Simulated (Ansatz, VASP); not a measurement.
## Two plane-wave programs on Tl

```
Tl
1.0
    -1.77298    1.77298    1.77298
     1.77298   -1.77298    1.77298
     1.77298    1.77298   -1.77298
Tl
1
Direct
  0.00000 0.00000 0.00000
```

Alike in both runs: task single point; functional PBE; k mesh 16 × 16 × 16; occupations gaussian, width 0.1 eV; no spin polarisation.

|  | VASP | Ansatz |
| --- | --- | --- |
| version | VASP 6.6.1 | Ansatz 0.2.0 |
| potentials or method | VASP PAW PBE potentials, release 64 (Tl_d), cutoff 500 eV | scalar-relativistic, plane waves, PAW |
| valence electrons in the cell | 13 | 13 |

|  | VASP | Ansatz | Ansatz less VASP |
| --- | --- | --- | --- |
| gap on the k mesh at the Fermi level (eV) | none | none | - |
| pressure (GPa) | 23.1 | 23.1 | +0.07 |

A gap of «none» marks a metal or a gap that the smearing closes. With one functional, cell and mesh, what is left measures potentials, basis and numerics.

Neither program's run includes spin-orbit coupling.
